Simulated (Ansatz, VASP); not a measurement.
**One calculation of SnO2, two programs**

Contents of POSCAR:

```
SnO2
1.0
    3.2730884542      0.0000000000      0.0000000000
   -1.6365442271      2.8345778668      0.0000000000
    0.0000000000      0.0000000000     10.9325593628
Sn O
2 4
Direct
    0.0000000000      0.0000000000      0.5000000000
    0.0000000000      0.0000000000      0.0000000000
    0.6666666667      0.3333333333      0.4058620000
    0.6666666667      0.3333333333      0.0941380000
    0.3333333333      0.6666666667      0.5941380000
    0.3333333333      0.6666666667      0.9058620000
```

Contents of INCAR.step1:

```
SYSTEM = SnO2
  PREC = Accurate
  ENCUT = 520
  ISMEAR = 0
  SIGMA = 0.01
  LREAL = .False.
  LASPH = .True.
  NELM = 100
  NBANDS = 35
  GGA = PE
  ALGO = Normal
  EDIFF = 1E-4
  LWAVE = .True.
  LCHARG = .False.
```

INCAR.step2

```
SYSTEM = SnO2
  PREC = Accurate
  ENCUT = 520
  EDIFF = 1E-7
  ISMEAR = 0
  SIGMA = 0.01
  LREAL = .False.
  LASPH = .True.
  NELM = 100
  ALGO = Normal
  ISIF = 2
  LWAVE = .False.
  LCHARG = .True.
  METAGGA = R2SCAN
  LMIXTAU = .True.
  IVDW = 12
  VDW_S6 = 1.0
  VDW_S8 = 0.78981345
  VDW_A1 = 0.49484001
  VDW_A2 = 5.73083694
  LELF = .True.
  LVHAR = .True.
  NBANDS = 35
  ISTART = 1
```

The input KPOINTS:

```
regular mesh
0
Gamma
  12 12 2
  0 0 0
```

Input for Ansatz:

```yaml
crystal:
  lattice:
    - [3.273088454155773, 0.0, 0.0]
    - [-1.6365442270778865, 2.8345778667913426, 0.0]
    - [0.0, 0.0, 10.932559362804659]
  atoms:
    - { symbol: Sn, position: [0.0, 0.0, 0.5] }
    - { symbol: Sn, position: [0.0, 0.0, 0.0] }
    - { symbol: O, position: [0.6666666666666666, 0.3333333333333333, 0.405862] }
    - { symbol: O, position: [0.6666666666666666, 0.3333333333333333, 0.094138] }
    - { symbol: O, position: [0.3333333333333333, 0.6666666666666666, 0.594138] }
    - { symbol: O, position: [0.3333333333333333, 0.6666666666666666, 0.905862] }
basis:
  ecutwfc: 600.0
kpoints:
  mp_grid:
    grid: [12, 12, 2]
hamiltonian:
  xc: r2scan
  dispersion: d3bj
scf:
  occupations:
    method: fixed
output:
  stress: true
```

Alike in both runs: task single point; functional r2SCAN; dispersion D3(BJ); k mesh 12 × 12 × 2; no spin polarisation.

|  | VASP | Ansatz |
| --- | --- | --- |
| version | VASP 6.6.1 | Ansatz 0.2.0 |
| potentials or method | VASP PAW PBE potentials, release 64 (Sn_d, O), cutoff 520 eV | plane waves, PAW |
| occupations | gaussian, width 0.01 eV | fixed |
| valence electrons in the cell | 52 | 52 |

VASP gave:

```
pressure (GPa)                                                : -10.4
traceless stress, the component that is largest in VASP (GPa) : 3.49
```

Task: Estimate Ansatz's values.

Result: Pressure (GPa): -11.1; traceless stress, the component that is largest in VASP (GPa): 3.94.

VASP's potentials were made for PBE, not for r2SCAN. Ansatz's warnings: dispersion damping borrowed.
